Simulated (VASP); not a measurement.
# MoS2 (R3m) in VASP: single point with PBE

Aim: the single point of MoS2 with PBE.

All numbers are computed with VASP 6.6.1; they aren't measurements. Logs are shortened: lines on timing, memory, paths and dates and some standing lists are left out, and cuts for length are marked.

## Step 1: The cell of the first run

The structure is trigonal, space group R3m (No. 160). The conventional cell has a = 3.175 Å, b = 3.175 Å, c = 18.582 Å, α = 90.00°, β = 90.00°, γ = 120.00°. Within 3.2 Å of Mo (site symmetry 3m) lie 6 S at 2.40 Å and 6 Mo at 3.18 Å. Within 3.2 Å of S (site symmetry 3m) lie 3 Mo at 2.40 Å and 7 S at 3.11 to 3.18 Å. S (site symmetry 3m) has 3 Mo at 2.40 Å and 7 S at 3.11 to 3.18 Å within 3.2 Å.

## Step 2: Single point, PBE

File INCAR:

```
SYSTEM = MoS2
PREC     = Accurate       ! precision mode
ENCUT    = 520            ! plane-wave cutoff, eV
EDIFF    = 1E-7           ! SCF threshold, eV
ISMEAR   = 0              ! smearing method
SIGMA    = 0.01           ! smearing width, eV
LREAL    = .FALSE.        ! projectors in reciprocal space
LASPH    = .TRUE.         ! aspherical terms in the spheres
NELM     = 100            ! most SCF steps
ALGO     = Normal         ! electronic algorithm
ISIF     = 2              ! what is computed and relaxed
LWAVE    = .FALSE.        ! write WAVECAR
LCHARG   = .TRUE.         ! write CHGCAR
GGA      = PE             ! functional
LELF     = .TRUE.         ! ELF
LVHAR    = .TRUE.       
NBANDS   = 20             ! bands
```

File KPOINTS:

```
Automatic mesh
0
G
  10 10 10
  0 0 0
```

File POSCAR:

```
MoS2
1.0
    1.5875903429      0.9165957119      6.1939280739
   -1.5875903429      0.9165957119      6.1939280739
    0.0000000000     -1.8331914237      6.1939280739
Mo S
1 2
Direct
    0.0000965174      0.0000965174      0.0000965174
    0.2497906778      0.2497906778      0.2497906778
    0.4171128049      0.4171128049      0.4171128049
```

Potentials or basis: VASP PAW PBE potentials, release 64 (Mo_sv, S).

Run with:

```
$ cat potpaw_PBE.64/Mo_sv/POTCAR potpaw_PBE.64/S/POTCAR > POTCAR
$ mpirun -np 1 vasp_std > vasp.out
```

OUTCAR:

```text
SYSTEM = MoS2
   PREC = Accurate
   ENCUT = 520
   EDIFF = 1E-7
   ISMEAR = 0
   LREAL = .FALSE.
   LASPH = .TRUE.
   NELM = 100
   ISIF = 2
   GGA = PE

 ion  position               nearest neighbor table
   1  0.000  0.000  0.000-   2 2.40   2 2.40   2 2.40   3 2.40   3 2.40   3 2.40
   2  0.250  0.250  0.250-   1 2.40   1 2.40   1 2.40
   3  0.417  0.417  0.417-   1 2.40   1 2.40   1 2.40

  LATTYP: Found a trigonal (rhomboedric) cell.
 ALAT       =     6.4595151351
 COS(alpha) =     0.8791888406

  Lattice vectors:

 A1 = (   1.5875903429,   0.9165957119,   6.1939280739)
 A2 = (  -1.5875903429,   0.9165957119,   6.1939280739)
 A3 = (   0.0000000000,  -1.8331914237,   6.1939280739)

Analysis of symmetry for initial positions (statically):
=====================================================================
 Subroutine PRICEL returns:
 Original cell was already a primitive cell.

 Routine SETGRP: Setting up the symmetry group for a
 trigonal (rhombohedral) supercell.

 Subroutine GETGRP returns: Found  6 space group operations
 (whereof  6 operations were pure point group operations)
 out of a pool of 12 trial point group operations.

The static configuration has the point symmetry C_3v.

Analysis of symmetry for dynamics (positions and initial velocities):
=====================================================================
 Subroutine PRICEL returns:
 Original cell was already a primitive cell.

 Routine SETGRP: Setting up the symmetry group for a
 trigonal (rhombohedral) supercell.

 Subroutine GETGRP returns: Found  6 space group operations
 (whereof  6 operations were pure point group operations)
 out of a pool of 12 trial point group operations.

The dynamic configuration has the point symmetry C_3v.

 Subroutine INISYM returns: Found  6 space group operations
 (whereof  6 operations are pure point group operations),
 and found     1 'primitive' translations

----------------------------------------------------------------------------------------

                                     Primitive cell

  volume of cell :      54.0796

  direct lattice vectors                    reciprocal lattice vectors
     1.587590343  0.916595712  6.193928074     0.314942707  0.181832257  0.053816145
    -1.587590343  0.916595712  6.193928074    -0.314942707  0.181832257  0.053816145
     0.000000000 -1.833191424  6.193928074     0.000000000 -0.363664513  0.053816145

  length of vectors
     6.459515135  6.459515135  6.459515135     0.367624884  0.367624884  0.367624884

  position of ions in fractional coordinates (direct lattice)
     0.000096517  0.000096517  0.000096517
     0.249790678  0.249790678  0.249790678
     0.417112805  0.417112805  0.417112805

  ion indices of the primitive-cell ions
   primitive index   ion index
                 1           1
                 2           2
                 3           3

----------------------------------------------------------------------------------------

 KPOINTS: Automatic mesh

Automatic generation of k-mesh.
 Grid dimensions read from file:
 generate k-points for:   10   10   10

 Generating k-lattice:

  Cartesian coordinates                     Fractional coordinates (reciprocal lattice)
     0.031494271  0.018183226  0.005381615     0.100000000  0.000000000  0.000000000
    -0.031494271  0.018183226  0.005381615     0.000000000  0.100000000  0.000000000
     0.000000000 -0.036366451  0.005381615     0.000000000  0.000000000  0.100000000

  Length of vectors
     0.036762488  0.036762488  0.036762488

  Shift w.r.t. Gamma in fractional coordinates (k-lattice)
     0.000000000  0.000000000  0.000000000

 Subroutine IBZKPT returns following result:
 ===========================================

 Found    116 irreducible k-points:

 Following reciprocal coordinates:
            Coordinates               Weight
  0.000000  0.000000  0.000000      1.000000
  0.100000  0.000000  0.000000      6.000000
  0.200000  0.000000  0.000000      6.000000
  0.300000 -0.000000  0.000000      6.000000
  0.400000 -0.000000  0.000000      6.000000
  0.500000  0.000000  0.000000      3.000000
[... 16 lines left out ...]
  0.300000  0.300000  0.000000      6.000000
  0.400000  0.300000  0.000000     12.000000
 [... further k-points ...]
   k-points           NKPTS =    116   k-points in BZ     NKDIM =    116   number of bands    NBANDS=     20
   number of dos      NEDOS =    301   number of ions     NIONS =      3
   total plane-waves  NPLWV = 110592
   dimension x,y,z NGX =    48 NGY =   48 NGZ =   48
   dimension x,y,z NGXF=    96 NGYF=   96 NGZF=   96
   ions per type =               1   2
   NGX,Y,Z   is equivalent  to a cutoff of  12.35, 12.35, 12.35 a.u.
   NGXF,Y,Z  is equivalent  to a cutoff of  24.71, 24.71, 24.71 a.u.
 SYSTEM =  MoS2
   PREC   = accura    normal or accurate (medium, high low for compatibility)
   ISTART =      0    job   : 0-new  1-cont  2-samecut
   ICHARG =      2    charge: 1-file 2-atom 10-const
   ISPIN  =      1    spin polarized calculation?
   LNONCOLLINEAR =      F non collinear calculations
   LSORBIT =      F    spin-orbit coupling
   LASPH  =      T    aspherical Exc in radial PAW
   ENCUT  =  520.0 eV  38.22 Ry    6.18 a.u.  12.01 12.01 12.01*2*pi/ulx,y,z
   NELM   =    100;   NELMIN=  2; NELMDL= -5     # of ELM steps
   EDIFF  = 0.1E-06   stopping-criterion for ELM
   LREAL  =      F    real-space projection
   EDIFFG = 0.1E-05   stopping-criterion for IOM
   NSW    =      0    number of steps for IOM
   IBRION =     -1    ionic relax: 0-MD 1-quasi-New 2-CG
   NFREE  =      0    steps in history (QN), initial steepest desc. (CG)
   ISIF   =      2    stress and relaxation
   ISYM   =      2    0-nonsym 1-usesym 2-fastsym
   POTIM  = 0.5000    time-step for ionic-motion
   TEBEG  =    0.0;   TEEND  =   0.0 temperature during run
   PSTRESS=    0.0 pullay stress
   NELECT =      26.0000    total number of electrons
   NUPDOWN=      -1.0000    fix difference up-down
   EMIN   =  10.00;   EMAX   =-10.00  energy-range for DOS
   EFERMI =   0.00;   METHOD = LEGACY
   ISMEAR =     0;   SIGMA  =   0.01  broadening in eV -4-tet -1-fermi 0-gaus
   EFERMI_NEDOS =   21; number of points for ismear=-14 and -15
   IALGO  =     38    algorithm
   IMIX   =      4    mixing-type and parameters
     AMIX     =   0.40;   BMIX     =  1.00
     AMIX_MAG =   1.60;   BMIX_MAG =  1.00
  volume/ion in A,a.u.               =      18.03       121.65
  Fermi-wavevector in a.u.,A,eV,Ry     =   1.282492  2.423559 22.378674  1.644786
  Thomas-Fermi vector in A             =   2.414800
   LORBIT       =      0    0 simple, 1 ext, 2 COOP (PROOUT), +10 PAW based schemes
   GGA     = PE    functional components
   LHFCALC =     F    Hartree Fock is set to
   AEXX    =    0.0000 exact exchange contribution
   IVDW    =     0    specifies the selected vdW correction
   LEPSILON=     F    determine dielectric tensor
   LRPA    =     F    only Hartree local field effects (RPA)
 non-spin polarized calculation
 Gauss-broadening in eV      SIGMA  =   0.01
  energy-cutoff  :      520.00
  volume of cell :       54.08
 maximum number of plane-waves:      1474
   NGX = 23   NGY = 23   NGZ = 23

 number of electron      25.9999998 magnetization

 Free energy of the ion-electron system (eV)
  ---------------------------------------------------
  ext. energy  EPLUGINS =         0.00000000
  ---------------------------------------------------
  free energy    TOTEN  =       -21.81348872 eV

  energy without entropy =      -21.81348872  energy(sigma->0) =      -21.81348872

 E-fermi :   7.6302     XC(G=0): -10.7468

 val. band max:        7.3996506127   @ k =   0.5000   0.5000   0.5000
 cond. band min:       8.3862735733   @ k =  -0.2000   0.2000   0.0000
 fundamental gap:      0.9866229606
 Fermi energy:         7.6301958748

 k-point     1 :       0.0000    0.0000    0.0000
  band No.  band energies     occupation
      1     -54.1374      2.00000
      2     -28.2867      2.00000
      3     -28.0740      2.00000
      4     -28.0740      2.00000
      5      -7.5587      2.00000
      6      -5.9107      2.00000
[... 12 lines left out ...]
     19      15.5272      0.00000
     20      15.8825      0.00000

 k-point     2 :       0.1000    0.0000    0.0000
  band No.  band energies     occupation
      1     -54.1337      2.00000
      2     -28.2793      2.00000
      3     -28.1115      2.00000
      4     -28.0826      2.00000
      5      -7.4071      2.00000
      6      -5.8625      2.00000
[... 12 lines left out ...]
     19      15.9326      0.00000
     20      16.1771      0.00000

 k-point     3 :       0.2000    0.0000    0.0000
  band No.  band energies     occupation
      1     -54.1240      2.00000
      2     -28.2601      2.00000
      3     -28.2085      2.00000
      4     -28.1048      2.00000
      5      -6.9850      2.00000
      6      -5.7285      2.00000
[... 12 lines left out ...]
     19      16.0644      0.00000
     20      16.4843      0.00000

 k-point     4 :       0.3000   -0.0000    0.0000
  band No.  band energies     occupation
      1     -54.1120      2.00000
      2     -28.3265      2.00000
      3     -28.2362      2.00000
      4     -28.1321      2.00000
      5      -6.3961      2.00000
      6      -5.5446      2.00000
[... 12 lines left out ...]
     19      15.1660      0.00000
     20      15.5972      0.00000

 k-point     5 :       0.4000   -0.0000    0.0000
  band No.  band energies     occupation
      1     -54.1023      2.00000
      2     -28.4203      2.00000
      3     -28.2168      2.00000
      4     -28.1541      2.00000
      5      -5.8352      2.00000
      6      -5.3791      2.00000
[... 12 lines left out ...]
     19      14.4174      0.00000
     20      14.8983      0.00000
[... 353 lines left out ...]
      6      -5.2803      2.00000
[... 12 lines left out ...]
     19      15.4711      0.00000
     20      16.3960      0.00000

 k-point    22 :      -0.2000    0.2000    0.0000
  band No.  band energies     occupation
      1     -54.1065      2.00000
      2     -28.3464      2.00000
      3     -28.2251      2.00000
      4     -28.1798      2.00000
      5      -6.1096      2.00000
      6      -5.4251      2.00000
[... 12 lines left out ...]
     19      15.5679      0.00000
     20      16.3898      0.00000

 k-point    23 :       0.3000    0.3000    0.0000
  band No.  band energies     occupation
      1     -54.1120      2.00000
      2     -28.3265      2.00000
      3     -28.2362      2.00000
      4     -28.1321      2.00000
      5      -6.3504      2.00000
      6      -5.6086      2.00000
[... 12 lines left out ...]
     19      15.2999      0.00000
     20      15.9423      0.00000

 k-point    24 :       0.4000    0.3000    0.0000
  band No.  band energies     occupation
      1     -54.1053      2.00000
      2     -28.3758      2.00000
      3     -28.2228      2.00000
      4     -28.1635      2.00000
      5      -5.9720      2.00000
      6      -5.4941      2.00000
[... 12 lines left out ...]
     19      15.0503      0.00000
     20      15.9638      0.00000

 [... further k-points ...]
[... 5 lines left out ...]
  --------------------------------------------------------------------------------------
  -------------------------------------------------------------------------------------
  Total        0.6142575      0.6142575      1.0623942      0.0000000      0.0000000      0.0000000
  in kB       18.1981565     18.1981565     31.4747727      0.0000000      0.0000000      0.0000000
  external PRESSURE =      22.6236952 kB  Pullay stress =       0.0000000 kB

 VOLUME and BASIS-vectors are now :
 -----------------------------------------------------------------------------
  energy-cutoff  :      520.00
  volume of cell :       54.08
      direct lattice vectors                 reciprocal lattice vectors
     1.587590343  0.916595712  6.193928074     0.314942707  0.181832257  0.053816145
    -1.587590343  0.916595712  6.193928074    -0.314942707  0.181832257  0.053816145
     0.000000000 -1.833191424  6.193928074     0.000000000 -0.363664513  0.053816145

 POSITION                                       TOTAL-FORCE (eV/Angst)
 -----------------------------------------------------------------------------------
      0.00000      0.00000      0.00179         0.000000      0.000000      0.001426
      0.00000      0.00000      4.64156         0.000000     -0.000000     -0.097545
      0.00000      0.00000      7.75070         0.000000      0.000000      0.096119
 -----------------------------------------------------------------------------------
    total drift:                               -0.000000      0.000000     -0.000008

  FREE ENERGIE OF THE ION-ELECTRON SYSTEM (eV)
  ---------------------------------------------------
  free  energy   TOTEN  =       -21.8134887216 eV

  energy  without entropy=      -21.8134887216  energy(sigma->0) =      -21.81348872
```

It took 5.1 min on 1 thread of Intel Xeon Platinum 8488C (Sapphire Rapids), shared host; peak memory 0.38 GiB.

What came out:

* Free energy: -21.8135 eV
* Pressure: 2.3 GPa
* Largest force: 0.098 eV/Å
* Band gap on the k mesh: 0.99 eV, indirect (least direct gap 1.93 eV)

Forces in eV/Å, atoms in the order of the input:
```
Mo   0.000  0.000  0.001
S    0.000  0.000 -0.098
S    0.000  0.000  0.096
```

Levels at points of the mesh, in eV from the valence-band top:
```
           k point  band 9  band 10  band 11  band 12  band 13  band 14  band 15  band 16  band 17  band 18
(0.00, 0.00, 0.00)   -3.33    -2.24    -2.24    -1.25    -1.12     2.04     2.04     2.41     2.41     5.49
(0.50, 0.00, 0.00)   -4.95    -3.93    -2.33    -1.60    -1.42     1.60     2.02     3.46     3.47     5.30
(0.50, 0.50, 0.00)   -4.66    -3.86    -2.87    -1.78    -1.26     1.56     2.14     3.02     3.86     6.02
(0.50, 0.50, 0.50)   -3.35    -3.35    -2.21    -2.21     0.00     2.13     2.13     2.29     2.29     5.62
```

A k mesh can miss the band edges. PBE gaps usually lie below the measured ones, often by a third to a half.
